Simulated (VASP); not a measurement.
# TaTc (Pm-3m) in VASP: notebook

TaTc is run at these levels: LDA; tasks: single point.

Program: VASP 6.6.1. These are calculated values, not measurements. Logs are shortened: lines on timing, memory, paths and dates and some standing lists are left out, and cuts for length are marked.

## Step 1: The cell of the first run

The structure is cubic, space group Pm-3m (No. 221). The conventional cell has a = 3.144 Å, b = 3.144 Å, c = 3.144 Å, α = 90.00°, β = 90.00°, γ = 90.00°. Within 3.6 Å of Ta (site symmetry m-3m) lie 8 Tc at 2.72 Å and 6 Ta at 3.14 Å. Within 3.6 Å of Tc (site symmetry m-3m) lie 8 Ta at 2.72 Å and 6 Tc at 3.14 Å.

## Step 2: Single point, LDA

Input file INCAR:

```
SYSTEM = TaTc
ALGO = Normal
EDIFF = 1E-6
ENCUT = 500
GGA_COMPAT = .FALSE.
ISIF = 2
ISMEAR = 1
LASPH = .TRUE.
LCHARG = .TRUE.
LELF = .TRUE.
LREAL = .FALSE.
LVHAR = .TRUE.
LWAVE = .FALSE.
NBANDS = 19
NELM = 120
PREC = Accurate
SIGMA = 0.1
```

Input file KPOINTS:

```
k-points
0
G
  7 7 7
  0 0 0
```

Input file POSCAR:

```
TaTc
1.0
    3.1435500370      0.0000000000      0.0000000000
    0.0000000000      3.1435500370      0.0000000000
    0.0000000000      0.0000000000      3.1435500370
Ta Tc
1 1
Direct
    0.0000000000      0.0000000000      0.0000000000
    0.5000000000      0.5000000000      0.5000000000
```

Potentials or basis: VASP PAW LDA potentials, release 64 (Ta_pv, Tc_pv).

Launch:

```sh
> cat potpaw_LDA.64/Ta_pv/POTCAR potpaw_LDA.64/Tc_pv/POTCAR > POTCAR
> mpirun -np 1 vasp_std > vasp.out
```

OUTCAR:

```text
SYSTEM = TaTc
   EDIFF = 1E-6
   ENCUT = 500
   ISIF = 2
   ISMEAR = 1
   LASPH = .TRUE.
   LREAL = .FALSE.
   NELM = 120
   PREC = Accurate

 ion  position               nearest neighbor table
   1  0.000  0.000  0.000-   2 2.72   2 2.72   2 2.72   2 2.72   2 2.72   2 2.72   2 2.72   2 2.72

   2  0.500  0.500  0.500-   1 2.72   1 2.72   1 2.72   1 2.72   1 2.72   1 2.72   1 2.72   1 2.72

  LATTYP: Found a simple cubic cell.
 ALAT       =     3.1435500370

  Lattice vectors:

 A1 = (   3.1435500370,   0.0000000000,   0.0000000000)
 A2 = (   0.0000000000,   3.1435500370,   0.0000000000)
 A3 = (   0.0000000000,   0.0000000000,   3.1435500370)

Analysis of symmetry for initial positions (statically):
=====================================================================
 Subroutine PRICEL returns:
 Original cell was already a primitive cell.

 Routine SETGRP: Setting up the symmetry group for a
 simple cubic supercell.

 Subroutine GETGRP returns: Found 48 space group operations
 (whereof 48 operations were pure point group operations)
 out of a pool of 48 trial point group operations.

The static configuration has the point symmetry O_h .

Analysis of symmetry for dynamics (positions and initial velocities):
=====================================================================
 Subroutine PRICEL returns:
 Original cell was already a primitive cell.

 Routine SETGRP: Setting up the symmetry group for a
 simple cubic supercell.

 Subroutine GETGRP returns: Found 48 space group operations
 (whereof 48 operations were pure point group operations)
 out of a pool of 48 trial point group operations.

The dynamic configuration has the point symmetry O_h .

 Subroutine INISYM returns: Found 48 space group operations
 (whereof 48 operations are pure point group operations),
 and found     1 'primitive' translations

----------------------------------------------------------------------------------------

                                     Primitive cell

  volume of cell :      31.0643

  direct lattice vectors                    reciprocal lattice vectors
     3.143550037  0.000000000  0.000000000     0.318111685  0.000000000  0.000000000
     0.000000000  3.143550037  0.000000000     0.000000000  0.318111685  0.000000000
     0.000000000  0.000000000  3.143550037     0.000000000  0.000000000  0.318111685

  length of vectors
     3.143550037  3.143550037  3.143550037     0.318111685  0.318111685  0.318111685

  position of ions in fractional coordinates (direct lattice)
     0.000000000  0.000000000  0.000000000
     0.500000000  0.500000000  0.500000000

  ion indices of the primitive-cell ions
   primitive index   ion index
                 1           1
                 2           2

----------------------------------------------------------------------------------------

 KPOINTS: k-points

Automatic generation of k-mesh.
 Grid dimensions read from file:
 generate k-points for:    7    7    7

 Generating k-lattice:

  Cartesian coordinates                     Fractional coordinates (reciprocal lattice)
     0.045444526  0.000000000  0.000000000     0.142857143  0.000000000  0.000000000
     0.000000000  0.045444526  0.000000000     0.000000000  0.142857143  0.000000000
     0.000000000  0.000000000  0.045444526     0.000000000  0.000000000  0.142857143

  Length of vectors
     0.045444526  0.045444526  0.045444526

  Shift w.r.t. Gamma in fractional coordinates (k-lattice)
     0.000000000  0.000000000  0.000000000

 Subroutine IBZKPT returns following result:
 ===========================================

 Found     20 irreducible k-points:

 Following reciprocal coordinates:
            Coordinates               Weight
  0.000000  0.000000  0.000000      1.000000
  0.142857  0.000000  0.000000      6.000000
  0.285714  0.000000  0.000000      6.000000
  0.428571  0.000000  0.000000      6.000000
  0.142857  0.142857  0.000000     12.000000
  0.285714  0.142857  0.000000     24.000000
[... 12 lines left out ...]
  0.428571  0.428571  0.285714     24.000000
  0.428571  0.428571  0.428571      8.000000
   k-points           NKPTS =     20   k-points in BZ     NKDIM =     20   number of bands    NBANDS=     19
   number of dos      NEDOS =    301   number of ions     NIONS =      2
   total plane-waves  NPLWV =  13824
   dimension x,y,z NGX =    24 NGY =   24 NGZ =   24
   dimension x,y,z NGXF=    48 NGYF=   48 NGZF=   48
   ions per type =               1   1
   NGX,Y,Z   is equivalent  to a cutoff of  12.69, 12.69, 12.69 a.u.
   NGXF,Y,Z  is equivalent  to a cutoff of  25.38, 25.38, 25.38 a.u.
 SYSTEM =  TaTc
   PREC   = accura    normal or accurate (medium, high low for compatibility)
   ISTART =      0    job   : 0-new  1-cont  2-samecut
   ICHARG =      2    charge: 1-file 2-atom 10-const
   ISPIN  =      1    spin polarized calculation?
   LNONCOLLINEAR =      F non collinear calculations
   LSORBIT =      F    spin-orbit coupling
   LASPH  =      T    aspherical Exc in radial PAW
   ENCUT  =  500.0 eV  36.75 Ry    6.06 a.u.   5.73  5.73  5.73*2*pi/ulx,y,z
   NELM   =    120;   NELMIN=  2; NELMDL= -5     # of ELM steps
   EDIFF  = 0.1E-05   stopping-criterion for ELM
   LREAL  =      F    real-space projection
   EDIFFG = 0.1E-04   stopping-criterion for IOM
   NSW    =      0    number of steps for IOM
   IBRION =     -1    ionic relax: 0-MD 1-quasi-New 2-CG
   NFREE  =      0    steps in history (QN), initial steepest desc. (CG)
   ISIF   =      2    stress and relaxation
   ISYM   =      2    0-nonsym 1-usesym 2-fastsym
   POTIM  = 0.5000    time-step for ionic-motion
   TEBEG  =    0.0;   TEEND  =   0.0 temperature during run
   PSTRESS=    0.0 pullay stress
   NELECT =      24.0000    total number of electrons
   NUPDOWN=      -1.0000    fix difference up-down
   EMIN   =  10.00;   EMAX   =-10.00  energy-range for DOS
   EFERMI =   0.00;   METHOD = LEGACY
   ISMEAR =     1;   SIGMA  =   0.10  broadening in eV -4-tet -1-fermi 0-gaus
   EFERMI_NEDOS =   21; number of points for ismear=-14 and -15
   IALGO  =     38    algorithm
   IMIX   =      4    mixing-type and parameters
     AMIX     =   0.40;   BMIX     =  1.00
     AMIX_MAG =   1.60;   BMIX_MAG =  1.00
  volume/ion in A,a.u.               =      15.53       104.82
  Fermi-wavevector in a.u.,A,eV,Ry     =   1.502190  2.838727 30.702564  2.256575
  Thomas-Fermi vector in A             =   2.613463
   LORBIT       =      0    0 simple, 1 ext, 2 COOP (PROOUT), +10 PAW based schemes
   GGA     = CA    functional components
   LHFCALC =     F    Hartree Fock is set to
   AEXX    =    0.0000 exact exchange contribution
   IVDW    =     0    specifies the selected vdW correction
   LEPSILON=     F    determine dielectric tensor
   LRPA    =     F    only Hartree local field effects (RPA)
 non-spin polarized calculation
 Methfessel and Paxton  Order N= 1 SIGMA  =   0.10
  energy-cutoff  :      500.00
  volume of cell :       31.06
 maximum number of plane-waves:       808
 NGX is ok and might be reduce to    24
   NGX = 11   NGY = 11   NGZ = 11

 number of electron      23.9999996 magnetization

 Free energy of the ion-electron system (eV)
  ---------------------------------------------------
  ext. energy  EPLUGINS =         0.00000000
  ---------------------------------------------------
  free energy    TOTEN  =       -25.45024434 eV

  energy without entropy =      -25.44721399  energy(sigma->0) =      -25.44923423

 E-fermi :   9.5111     XC(G=0): -13.5711

 val. band max:        9.4829392525   @ k =   0.4286   0.0000   0.0000
 cond. band min:       9.5447416230   @ k =   0.2857   0.0000   0.0000
 fundamental gap:      0.0618023705
 Fermi energy:         9.5110763906

 k-point     1 :       0.0000    0.0000    0.0000
  band No.  band energies     occupation
      1     -29.0319      2.00000
      2     -29.0319      2.00000
      3     -29.0319      2.00000
      4     -24.5635      2.00000
      5     -24.5635      2.00000
      6     -24.5635      2.00000
[... 11 lines left out ...]
     18      18.6166      0.00000
     19      18.6166      0.00000

 k-point     2 :       0.1429    0.0000    0.0000
  band No.  band energies     occupation
      1     -29.0597      2.00000
      2     -29.0217      2.00000
      3     -29.0217      2.00000
      4     -24.6442      2.00000
      5     -24.5704      2.00000
      6     -24.5704      2.00000
[... 11 lines left out ...]
     18      17.3491      0.00000
     19      20.5158      0.00000

 k-point     3 :       0.2857    0.0000    0.0000
  band No.  band energies     occupation
      1     -29.1212      2.00000
      2     -28.9986      2.00000
      3     -28.9986      2.00000
      4     -24.8221      2.00000
      5     -24.5861      2.00000
      6     -24.5861      2.00000
[... 11 lines left out ...]
     18      15.3142      0.00000
     19      22.2533      0.00000

 k-point     4 :       0.4286    0.0000    0.0000
  band No.  band energies     occupation
      1     -29.1697      2.00000
      2     -28.9798      2.00000
      3     -28.9798      2.00000
      4     -24.9615      2.00000
      5     -24.5988      2.00000
      6     -24.5988      2.00000
[... 11 lines left out ...]
     18      14.6178      0.00000
     19      22.2528      0.00000

 k-point     5 :       0.1429    0.1429    0.0000
  band No.  band energies     occupation
      1     -29.0713      2.00000
      2     -29.0362      2.00000
      3     -29.0127      2.00000
      4     -24.6741      2.00000
      5     -24.6128      2.00000
      6     -24.5747      2.00000
[... 11 lines left out ...]
     18      18.3488      0.00000
     19      19.7212      0.00000
[... 246 lines left out ...]
      2     -29.1113      2.00000
      3     -29.1113      2.00000
      4     -24.7641      2.00000
      5     -24.7641      2.00000
      6     -24.7571      2.00000
[... 11 lines left out ...]
     18      19.6513      0.00000
     19      21.1272      0.00000

 k-point    18 :       0.4286    0.2857    0.2857
  band No.  band energies     occupation
      1     -29.1855      2.00000
      2     -29.1192      2.00000
      3     -29.0832      2.00000
      4     -24.8582      2.00000
      5     -24.7901      2.00000
      6     -24.7316      2.00000
[... 11 lines left out ...]
     18      18.4084      0.00000
     19      20.2337      0.00000

 k-point    19 :       0.4286    0.4286    0.2857
  band No.  band energies     occupation
      1     -29.1758      2.00000
      2     -29.1741      2.00000
      3     -29.0774      2.00000
      4     -24.8618      2.00000
      5     -24.8589      2.00000
      6     -24.7716      2.00000
[... 11 lines left out ...]
     18      18.8872      0.00000
     19      19.3497      0.00000

 k-point    20 :       0.4286    0.4286    0.4286
  band No.  band energies     occupation
      1     -29.1509      2.00000
      2     -29.1405      2.00000
      3     -29.1405      2.00000
      4     -24.8938      2.00000
      5     -24.8938      2.00000
      6     -24.8762      2.00000
[... 11 lines left out ...]
     18      18.8566      0.00000
     19      20.0843      0.00000

------------------------ aborting loop because EDIFF is reached ----------------------------------------

  FORCE on cell =-STRESS in cart. coord.  units (eV):
  Direction    XX          YY          ZZ          XY          YZ          ZX
  --------------------------------------------------------------------------------------
  -------------------------------------------------------------------------------------
  Total       -0.3938180     -0.3938180     -0.3938180      0.0000000     -0.0000000     -0.0000000
  in kB      -20.3116413    -20.3116413    -20.3116413      0.0000000     -0.0000000     -0.0000000
  external PRESSURE =     -20.3116413 kB  Pullay stress =       0.0000000 kB

 VOLUME and BASIS-vectors are now :
 -----------------------------------------------------------------------------
  energy-cutoff  :      500.00
  volume of cell :       31.06
      direct lattice vectors                 reciprocal lattice vectors
     3.143550037  0.000000000  0.000000000     0.318111685  0.000000000  0.000000000
     0.000000000  3.143550037  0.000000000     0.000000000  0.318111685  0.000000000
     0.000000000  0.000000000  3.143550037     0.000000000  0.000000000  0.318111685

 POSITION                                       TOTAL-FORCE (eV/Angst)
 -----------------------------------------------------------------------------------
      0.00000      0.00000      0.00000         0.000000      0.000000      0.000000
      1.57178      1.57178      1.57178         0.000000      0.000000      0.000000
 -----------------------------------------------------------------------------------
    total drift:                                0.000000      0.000000     -0.000000

  FREE ENERGIE OF THE ION-ELECTRON SYSTEM (eV)
  ---------------------------------------------------
  free  energy   TOTEN  =       -25.4502443440 eV

  energy  without entropy=      -25.4472139904  energy(sigma->0) =      -25.44923423
```

It took 14 s on 1 thread of Intel Xeon 8259CL, shared host; peak memory 0.13 GiB.

What came out:

- Free energy: -25.4502 eV
- Pressure: -2.0 GPa
- Band gap on the k mesh: zero (band 12 reaches 10.13 eV, above the bottom of band 13 at 9.47 eV)

Caveat: spin-orbit coupling is left out, which moves the levels of the heavy elements.

## Step 3: Single point, LDA

This run uses another cell than the first one, of 15.96 Å³/atom, 1.027 times its volume.

Input file INCAR:

```
ALGO = Normal
EDIFF = 1E-6
ENCUT = 500
GGA_COMPAT = F
ISIF = 2
ISMEAR = 1
LASPH = T
LCHARG = F
LREAL = F
LWAVE = F
NBANDS = 19
NELM = 120
PREC = Accurate
SIGMA = 0.1
```

Input file KPOINTS:

```
k-points
0
Gamma
  7 7 7
```

Input file POSCAR:

```
TaTc
1.0
    3.1720000000      0.0000000000      0.0000000000
    0.0000000000      3.1720000000      0.0000000000
    0.0000000000      0.0000000000      3.1720000000
Ta Tc
1 1
Direct
    0.0000000000      0.0000000000      0.0000000000
    0.5000000000      0.5000000000      0.5000000000
```

Potentials or basis: VASP PAW LDA potentials, release 64 (Ta_pv, Tc_pv).

Launch:

```sh
> cat potpaw_LDA.64/Ta_pv/POTCAR potpaw_LDA.64/Tc_pv/POTCAR > POTCAR
> mpirun -np 1 vasp_std > vasp.out
```

It took 12 s on 1 thread of Intel Xeon 8259CL, shared host; peak memory 0.13 GiB.

Results (log left out):

- Free energy: -25.4218 eV
- Pressure: -9.0 GPa
- Band gap on the k mesh: zero (band 12 reaches 9.71 eV, above the bottom of band 13 at 9.13 eV)

Levels at points of the mesh, in eV from the Fermi level:
```tsv
k point	band 9	band 10	band 11	band 12	band 13	band 14	band 15	band 16
(0.00, 0.00, 0.00)	-5.27	-1.24	-1.24	-1.24	2.07	2.07	5.06	5.06
```

Caveat: spin-orbit coupling is left out, which moves the levels of the heavy elements.

## Step 4: Single point, LDA

This run uses another cell than the first one, of 16.38 Å³/atom, 1.055 times its volume.

Input file INCAR:

```
SYSTEM = TaTc
ALGO = Normal ; EDIFF = 1E-6
ENCUT = 500 ; GGA = CA
GGA_COMPAT = .False. ; ISIF = 2
ISMEAR = 1 ; LASPH = .True.
LCHARG = .True. ; LELF = .True.
LREAL = .False. ; LVHAR = .True.
LWAVE = .False. ; NBANDS = 19
NELM = 120 ; PREC = Accurate
SIGMA = 0.1
```

Input file KPOINTS:

```
k-points
0
Gamma
  7 7 7
  0 0 0
```

Input file POSCAR:

```
TaTc
1.0
    3.1999485766      0.0000000000      0.0000000000
    0.0000000000      3.1999485766      0.0000000000
    0.0000000000      0.0000000000      3.1999485766
Ta Tc
1 1
Direct
    0.0000000000      0.0000000000      0.0000000000
    0.5000000000      0.5000000000      0.5000000000
```

Launch:

```sh
> cat potpaw_LDA.64/Ta_pv/POTCAR potpaw_LDA.64/Tc_pv/POTCAR > POTCAR
> mpirun -np 1 vasp_std > vasp.out
```

Run time: 16 s. Hardware: 1 thread of Intel Xeon 8259CL, shared host; peak memory 0.13 GiB.

It converged, with:

```
Free energy            : -25.3583 eV
Pressure               : -15.2 GPa
Band gap on the k mesh : zero (band 12 reaches 9.32 eV, above the bottom of band 13 at 8.81 eV)
```

Levels at points of the mesh, in eV from the Fermi level:
```
           k point  band 9  band 10  band 11  band 12  band 13  band 14  band 15  band 16
(0.00, 0.00, 0.00)   -5.08    -1.20    -1.20    -1.20     2.01     2.01     4.89     4.89
```

Caveat: spin-orbit coupling is left out, which moves the levels of the heavy elements.

## Step 5: The runs side by side

| cell | gap on the mesh (eV) | pressure (GPa) |
| --- | --- | --- |
| a = 3.144 Å, 2 atoms | none | -2.0 |
| a = 3.172 Å, 2 atoms | none | -9.0 |
| a = 3.200 Å, 2 atoms | none | -15.2 |

Alike in all rows: task single point; level LDA; potentials or basis VASP PAW LDA potentials, release 64 (Ta_pv, Tc_pv); no spin polarisation; k mesh 7 × 7 × 7; cutoff (eV) 500; smearing methfessel-paxton 0.1 eV.

Caveats: spin-orbit coupling is left out, which moves the levels of the heavy elements.

Absolute energies hang on the potentials; compare differences alone.
